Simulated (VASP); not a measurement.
# Al (P6_3/mmc) in VASP: further runs

The runs below take Al through single point, with PBE.

Program: VASP 6.6.1. These are calculated values, not measurements. Logs are shortened: lines on timing, memory, paths and dates and some standing lists are left out, and cuts for length are marked.

## Step 1: The cell of the first run

The structure is hexagonal, space group P6_3/mmc (No. 194). Conventional cell: a = 2.878 Å, b = 2.878 Å, c = 4.636 Å, α = 90.00°, β = 90.00°, γ = 120.00°. Within 3.8 Å of Al (site symmetry -6m2) lie 12 Al at 2.85 to 2.88 Å.

## Step 2: Single point, PBE

INCAR

```
SYSTEM = Al
PREC = Accurate
ENCUT = 520
EDIFF = 1E-6
ISMEAR = -1
SIGMA = 0.1
LREAL = .FALSE.
LASPH = .TRUE.
NELM = 60
ALGO = Normal
ISIF = 2
LWAVE = .FALSE.
LCHARG = .FALSE.
GGA = PE
NBANDS = 10
```

KPOINTS

```
Automatic mesh
0
G
  13 13 7
  0 0 0
```

POSCAR

```
Al
1.0
    2.8776024038      0.0000000000      0.0000000000
   -1.4388012019      2.4920767837      0.0000000000
    0.0000000000      0.0000000000      4.6361294923
Al
2
Direct
    0.3333333333      0.6666666667      0.2500000000
    0.6666666667      0.3333333333      0.7500000000
```

Potentials or basis: VASP PAW PBE potentials, release 64 (Al).

Run with:

```
> cat potpaw_PBE.64/Al/POTCAR > POTCAR
> mpirun -np 1 vasp_std > vasp.out
```

OUTCAR:

```text
SYSTEM = Al
   PREC = Accurate
   ENCUT = 520
   EDIFF = 1E-6
   ISMEAR = -1
   LREAL = .FALSE.
   LASPH = .TRUE.
   NELM = 60
   ISIF = 2
   GGA = PE

 ion  position               nearest neighbor table
   1  0.333  0.667  0.250-   2 2.85   2 2.85   2 2.85   2 2.85   2 2.85   2 2.85
   2  0.667  0.333  0.750-   1 2.85   1 2.85   1 2.85   1 2.85   1 2.85   1 2.85

  LATTYP: Found a hexagonal cell.
 ALAT       =     2.8776024038
 C/A-ratio  =     1.6111084305

  Lattice vectors:

 A1 = (   2.8776024038,   0.0000000000,   0.0000000000)
 A2 = (  -1.4388012019,   2.4920767837,   0.0000000000)
 A3 = (   0.0000000000,   0.0000000000,   4.6361294923)

Analysis of symmetry for initial positions (statically):
=====================================================================
 Subroutine PRICEL returns:
 Original cell was already a primitive cell.

 Routine SETGRP: Setting up the symmetry group for a
 hexagonal supercell.

 Subroutine GETGRP returns: Found 24 space group operations
 (whereof 12 operations were pure point group operations)
 out of a pool of 24 trial point group operations.

The static configuration has the point symmetry D_3d.
 The point group associated with its full space group is D_6h.

Analysis of symmetry for dynamics (positions and initial velocities):
=====================================================================
 Subroutine PRICEL returns:
 Original cell was already a primitive cell.

 Routine SETGRP: Setting up the symmetry group for a
 hexagonal supercell.

 Subroutine GETGRP returns: Found 24 space group operations
 (whereof 12 operations were pure point group operations)
 out of a pool of 24 trial point group operations.

The dynamic configuration has the point symmetry D_3d.
 The point group associated with its full space group is D_6h.

 Subroutine INISYM returns: Found 24 space group operations
 (whereof 12 operations are pure point group operations),
 and found     1 'primitive' translations

----------------------------------------------------------------------------------------

                                     Primitive cell

  volume of cell :      33.2466

  direct lattice vectors                    reciprocal lattice vectors
     2.877602404  0.000000000  0.000000000     0.347511525  0.200635873  0.000000000
    -1.438801202  2.492076784  0.000000000     0.000000000  0.401271745  0.000000000
     0.000000000  0.000000000  4.636129492     0.000000000  0.000000000  0.215697168

  length of vectors
     2.877602404  2.877602404  4.636129492     0.401271745  0.401271745  0.215697168

  position of ions in fractional coordinates (direct lattice)
     0.333333333  0.666666667  0.250000000
     0.666666667  0.333333333  0.750000000

  ion indices of the primitive-cell ions
   primitive index   ion index
                 1           1
                 2           2

----------------------------------------------------------------------------------------

 KPOINTS: Automatic mesh

Automatic generation of k-mesh.
 Grid dimensions read from file:
 generate k-points for:   13   13    7

 Generating k-lattice:

  Cartesian coordinates                     Fractional coordinates (reciprocal lattice)
     0.026731656  0.015433529  0.000000000     0.076923077 -0.000000000  0.000000000
     0.000000000  0.030867057  0.000000000     0.000000000  0.076923077  0.000000000
     0.000000000  0.000000000  0.030813881     0.000000000  0.000000000  0.142857143

  Length of vectors
     0.030867057  0.030867057  0.030813881

  Shift w.r.t. Gamma in fractional coordinates (k-lattice)
     0.000000000  0.000000000  0.000000000

 Subroutine IBZKPT returns following result:
 ===========================================

 Found     84 irreducible k-points:

 Following reciprocal coordinates:
            Coordinates               Weight
  0.000000  0.000000  0.000000      1.000000
  0.076923  0.000000  0.000000      6.000000
  0.153846  0.000000  0.000000      6.000000
  0.230769  0.000000  0.000000      6.000000
  0.307692  0.000000  0.000000      6.000000
  0.384615  0.000000  0.000000      6.000000
[... 16 lines left out ...]
  0.076923  0.000000  0.142857     12.000000
  0.153846  0.000000  0.142857     12.000000
 [... further k-points ...]
   k-points           NKPTS =     84   k-points in BZ     NKDIM =     84   number of bands    NBANDS=     10
   number of dos      NEDOS =    301   number of ions     NIONS =      2
   total plane-waves  NPLWV =  20736
   dimension x,y,z NGX =    24 NGY =   24 NGZ =   36
   dimension x,y,z NGXF=    48 NGYF=   48 NGZF=   72
   ions per type =               2
   NGX,Y,Z   is equivalent  to a cutoff of  13.87, 13.87, 12.91 a.u.
   NGXF,Y,Z  is equivalent  to a cutoff of  27.73, 27.73, 25.82 a.u.
 SYSTEM =  Al
   PREC   = accura    normal or accurate (medium, high low for compatibility)
   ISTART =      0    job   : 0-new  1-cont  2-samecut
   ICHARG =      2    charge: 1-file 2-atom 10-const
   ISPIN  =      1    spin polarized calculation?
   LNONCOLLINEAR =      F non collinear calculations
   LSORBIT =      F    spin-orbit coupling
   LASPH  =      T    aspherical Exc in radial PAW
   ENCUT  =  520.0 eV  38.22 Ry    6.18 a.u.   5.35  5.35  8.62*2*pi/ulx,y,z
   NELM   =     60;   NELMIN=  2; NELMDL= -5     # of ELM steps
   EDIFF  = 0.1E-05   stopping-criterion for ELM
   LREAL  =      F    real-space projection
   EDIFFG = 0.1E-04   stopping-criterion for IOM
   NSW    =      0    number of steps for IOM
   IBRION =     -1    ionic relax: 0-MD 1-quasi-New 2-CG
   NFREE  =      0    steps in history (QN), initial steepest desc. (CG)
   ISIF   =      2    stress and relaxation
   ISYM   =      2    0-nonsym 1-usesym 2-fastsym
   POTIM  = 0.5000    time-step for ionic-motion
   TEBEG  =    0.0;   TEEND  =   0.0 temperature during run
   PSTRESS=    0.0 pullay stress
   NELECT =       6.0000    total number of electrons
   NUPDOWN=      -1.0000    fix difference up-down
   EMIN   =  10.00;   EMAX   =-10.00  energy-range for DOS
   EFERMI =   0.00;   METHOD = LEGACY
   ISMEAR =    -1;   SIGMA  =   0.10  broadening in eV -4-tet -1-fermi 0-gaus
   EFERMI_NEDOS =   21; number of points for ismear=-14 and -15
   IALGO  =     38    algorithm
   IMIX   =      4    mixing-type and parameters
     AMIX     =   0.40;   BMIX     =  1.00
     AMIX_MAG =   1.60;   BMIX_MAG =  1.00
  volume/ion in A,a.u.               =      16.62       112.18
  Fermi-wavevector in a.u.,A,eV,Ry     =   0.925144  1.748269 11.645109  0.855891
  Thomas-Fermi vector in A             =   2.050966
   LORBIT       =      0    0 simple, 1 ext, 2 COOP (PROOUT), +10 PAW based schemes
   GGA     = PE    functional components
   LHFCALC =     F    Hartree Fock is set to
   AEXX    =    0.0000 exact exchange contribution
   IVDW    =     0    specifies the selected vdW correction
   LEPSILON=     F    determine dielectric tensor
   LRPA    =     F    only Hartree local field effects (RPA)
 non-spin polarized calculation
  energy-cutoff  :      520.00
  volume of cell :       33.25
 maximum number of plane-waves:       911
 NGX is ok and might be reduce to    24
   NGX = 11   NGY = 11   NGZ = 17

 number of electron       6.0000000 magnetization

 Free energy of the ion-electron system (eV)
  ---------------------------------------------------
  ext. energy  EPLUGINS =         0.00000000
  ---------------------------------------------------
  free energy    TOTEN  =        -7.44349274 eV

  energy without entropy =       -7.41901746  energy(sigma->0) =       -7.43125510

 E-fermi :   7.9254     XC(G=0): -10.1713

 val. band max:        7.8881610535   @ k =   0.3846   0.2308   0.2857
 cond. band min:       7.9540799293   @ k =   0.0769   0.0000   0.2857
 fundamental gap:      0.0659188758
 Fermi energy:         7.9253850069

 k-point     1 :       0.0000    0.0000    0.0000
  band No.  band energies     occupation
      1      -3.1631      2.00000
      2       3.4330      2.00000
      3       3.7165      2.00000
      4      18.2070      0.00000
      5      18.2070      0.00000
      6      18.6928      0.00000
      7      18.6928      0.00000
      8      20.1299      0.00000
      9      21.6561      0.00000
     10      22.5285      0.00000

 k-point     2 :       0.0769    0.0000    0.0000
  band No.  band energies     occupation
      1      -3.0222      2.00000
      2       3.5638      2.00000
      3       3.8543      2.00000
      4      15.9567      0.00000
      5      16.9694      0.00000
      6      18.3185      0.00000
      7      20.1753      0.00000
      8      21.0118      0.00000
      9      21.6541      0.00000
     10      21.9521      0.00000

 k-point     3 :       0.1538    0.0000    0.0000
  band No.  band energies     occupation
      1      -2.6002      2.00000
      2       3.9558      2.00000
      3       4.2643      2.00000
      4      13.1423      0.00000
      5      15.7631      0.00000
      6      17.1538      0.00000
      7      19.1276      0.00000
      8      19.3924      0.00000
      9      21.4088      0.00000
     10      21.8744      0.00000

 k-point     4 :       0.2308    0.0000    0.0000
  band No.  band energies     occupation
      1      -1.8998      2.00000
      2       4.6090      2.00000
      3       4.9344      2.00000
      4      10.4671      0.00000
      5      14.7963      0.00000
      6      15.8177      0.00000
      7      16.5210      0.00000
      8      17.4023      0.00000
      9      20.5598      0.00000
     10      20.8665      0.00000

 k-point     5 :       0.3077    0.0000    0.0000
  band No.  band energies     occupation
      1      -0.9252      2.00000
      2       5.5220      2.00000
      3       5.8010      2.00000
      4       8.0625      0.40485
      5      14.0722      0.00000
      6      14.0861      0.00000
      7      14.0870      0.00000
      8      16.1065      0.00000
      9      19.9175      0.00000
     10      20.0826      0.00000

 k-point     6 :       0.3846    0.0000    0.0000
  band No.  band energies     occupation
      1       0.3173      2.00000
      2       5.4754      2.00000
      3       6.6888      1.99999
      4       7.3286      1.99489
      5      11.8898      0.00000
      6      12.1653      0.00000
      7      13.5901      0.00000
      8      15.4147      0.00000
      9      19.4905      0.00000
     10      19.5514      0.00000
[... 183 lines left out ...]
 k-point    21 :       0.3077    0.3077    0.0000
  band No.  band energies     occupation
      1       3.4335      2.00000
      2       5.0546      2.00000
      3       5.2978      2.00000
      4       9.5643      0.00000
      5      10.1577      0.00000
      6      10.9490      0.00000
      7      11.9804      0.00000
      8      12.3389      0.00000
      9      12.6263      0.00000
     10      24.8453      0.00000

 k-point    22 :       0.0000    0.0000    0.1429
  band No.  band energies     occupation
      1      -3.0226      2.00000
      2       1.8107      2.00000
      3       5.5858      2.00000
      4      18.3185      0.00000
      5      18.3185      0.00000
      6      18.5345      0.00000
      7      18.8154      0.00000
      8      18.8154      0.00000
      9      21.7676      0.00000
     10      22.3460      0.00000

 k-point    23 :       0.0769    0.0000    0.1429
  band No.  band energies     occupation
      1      -2.8818      2.00000
      2       1.9466      2.00000
      3       5.7177      2.00000
      4      16.0613      0.00000
      5      17.0880      0.00000
      6      18.1452      0.00000
      7      19.3397      0.00000
      8      20.2727      0.00000
      9      20.4680      0.00000
     10      21.2769      0.00000

 k-point    24 :       0.1538    0.0000    0.1429
  band No.  band energies     occupation
      1      -2.4602      2.00000
      2       2.3531      2.00000
      3       6.1107      2.00000
      4      13.2630      0.00000
      5      15.8830      0.00000
      6      17.0425      0.00000
      7      17.8662      0.00000
      8      19.6942      0.00000
      9      20.0757      0.00000
     10      20.9156      0.00000

 [... further k-points ...]

------------------------ aborting loop because EDIFF is reached ----------------------------------------

  FORCE on cell =-STRESS in cart. coord.  units (eV):
  Direction    XX          YY          ZZ          XY          YZ          ZX
  --------------------------------------------------------------------------------------
  -------------------------------------------------------------------------------------
  Total       -0.0056244     -0.0056244     -0.0117229      0.0000000      0.0000000      0.0000000
  in kB       -0.2710421     -0.2710421     -0.5649319      0.0000000      0.0000000      0.0000000
  external PRESSURE =      -0.3690053 kB  Pullay stress =       0.0000000 kB

 VOLUME and BASIS-vectors are now :
 -----------------------------------------------------------------------------
  energy-cutoff  :      520.00
  volume of cell :       33.25
      direct lattice vectors                 reciprocal lattice vectors
     2.877602404  0.000000000  0.000000000     0.347511525  0.200635873  0.000000000
    -1.438801202  2.492076784  0.000000000     0.000000000  0.401271745  0.000000000
     0.000000000  0.000000000  4.636129492     0.000000000  0.000000000  0.215697168

 POSITION                                       TOTAL-FORCE (eV/Angst)
 -----------------------------------------------------------------------------------
     -0.00000      1.66138      1.15903        -0.000000     -0.000000      0.000000
      1.43880      0.83069      3.47710         0.000000      0.000000      0.000000
 -----------------------------------------------------------------------------------
    total drift:                                0.000000     -0.000000     -0.000000

  FREE ENERGIE OF THE ION-ELECTRON SYSTEM (eV)
  ---------------------------------------------------
  free  energy   TOTEN  =        -7.4434927373 eV

  energy  without entropy=       -7.4190174632  energy(sigma->0) =       -7.43125510
```

Run time: 15 s. Hardware: 1 thread of Intel Xeon 6975P-C, shared host; peak memory 0.16 GiB.

What came out:

- Free energy: -7.4435 eV
- Pressure: 0.0 GPa
- Band gap on the k mesh: zero (band 3 reaches 11.33 eV, above the bottom of band 4 at 5.13 eV)

## Step 3: Single point, PBE (volume scaled by 0.88)

INCAR

```
PREC = Accurate
ENCUT = 520
EDIFF = 1E-7
ISMEAR = -1
SIGMA = 0.1
LREAL = False
LASPH = True
NELM = 80
ALGO = Normal
ISIF = 2
LWAVE = False
LCHARG = False
GGA = PE
NBANDS = 10
```

KPOINTS

```
regular mesh
0
Gamma
  14 14 8
```

POSCAR

```
Al
1.0
    2.7575602597      0.0000000000      0.0000000000
   -1.3787801298      2.3881172373      0.0000000000
    0.0000000000      0.0000000000      4.4427285818
Al
2
Direct
    0.3333333333      0.6666666667      0.2500000000
    0.6666666667      0.3333333333      0.7500000000
```

Potentials or basis: VASP PAW PBE potentials, release 64 (Al).

Run with:

```
> cat potpaw_PBE.64/Al/POTCAR > POTCAR
> mpirun -np 1 vasp_std > vasp.out
```

Wall time 23 s (1 thread of Intel Xeon 6975P-C, shared host); peak memory 0.16 GiB.

The run converged. Its results:

```yaml
Free_energy: -7.2926 eV
Pressure: 12.7 GPa
Band_gap_on_the_k_mesh: zero (band 3 reaches 13.97 eV, above the bottom of band 4 at 5.93 eV)
```

Stress tensor (GPa, compression positive):
```
11.77  0.00  0.00
 0.00 11.77  0.00
 0.00  0.00 14.65
```

Levels at points of the mesh, in eV from the Fermi level:
```csv
k point,band 1,band 2,band 3,band 4,band 5,band 6,band 7
"(0.00, 0.00, 0.00)",-12.02,-5.02,-4.40,11.35,11.35,11.47,11.47
"(0.50, 0.00, 0.00)",-5.74,-5.67,0.60,1.35,1.49,2.11,5.99
"(0.00, 0.00, 0.50)",-10.16,-10.16,3.95,3.95,12.38,12.38,12.38
"(0.50, 0.00, 0.50)",-4.35,-4.35,-3.41,-3.41,7.55,7.55,7.86
```

## Step 4: Single point, PBE (volume scaled by 0.92)

INCAR

```
SYSTEM = Al
PREC = Accurate
ENCUT = 520
EDIFF = 1E-7
ISMEAR = -1
SIGMA = 0.1
LREAL = .False.
LASPH = .True.
NELM = 60
ALGO = Normal
ISIF = 2
LWAVE = .False.
LCHARG = .True.
GGA = PE
LELF = .True.
LVHAR = .True.
NBANDS = 10
```

KPOINTS

```
regular mesh
0
Gamma
  14 14 8
  0 0 0
```

POSCAR

```
Al
1.0
    2.7987239443      0.0000000000      0.0000000000
   -1.3993619721      2.4237660339      0.0000000000
    0.0000000000      0.0000000000      4.5090477411
Al
2
Direct
    0.3333333333      0.6666666667      0.2500000000
    0.6666666667      0.3333333333      0.7500000000
```

Run with:

```
> cat potpaw_PBE.64/Al/POTCAR > POTCAR
> mpirun -np 1 vasp_std > vasp.out
```

Wall time 25 s (1 thread of Intel Xeon 6975P-C, shared host); peak memory 0.16 GiB.

It converged, with:

| Quantity | Value |
| --- | --- |
| Free energy | -7.3760 eV |
| Pressure | 7.5 GPa |
| Band gap on the k mesh | zero (band 3 reaches 13.37 eV, above the bottom of band 4 at 5.48 eV) |

Stress tensor (GPa, compression positive):
```
6.73 0.00 0.00
0.00 6.73 0.00
0.00 0.00 9.14
```

Levels at points of the mesh, in eV from the Fermi level:
| k point | band 1 | band 2 | band 3 | band 4 | band 5 | band 6 | band 7 |
| --- | --- | --- | --- | --- | --- | --- | --- |
| (0.00, 0.00, 0.00) | -11.69 | -4.83 | -4.33 | 10.97 | 10.97 | 11.22 | 11.22 |
| (0.50, 0.00, 0.00) | -5.61 | -5.49 | 0.60 | 1.40 | 1.42 | 2.02 | 5.77 |
| (0.00, 0.00, 0.50) | -9.88 | -9.88 | 3.85 | 3.85 | 12.11 | 12.11 | 12.11 |
| (0.50, 0.00, 0.50) | -4.20 | -4.20 | -3.35 | -3.35 | 7.31 | 7.31 | 7.76 |

(Part 1 of 2 ends here.)
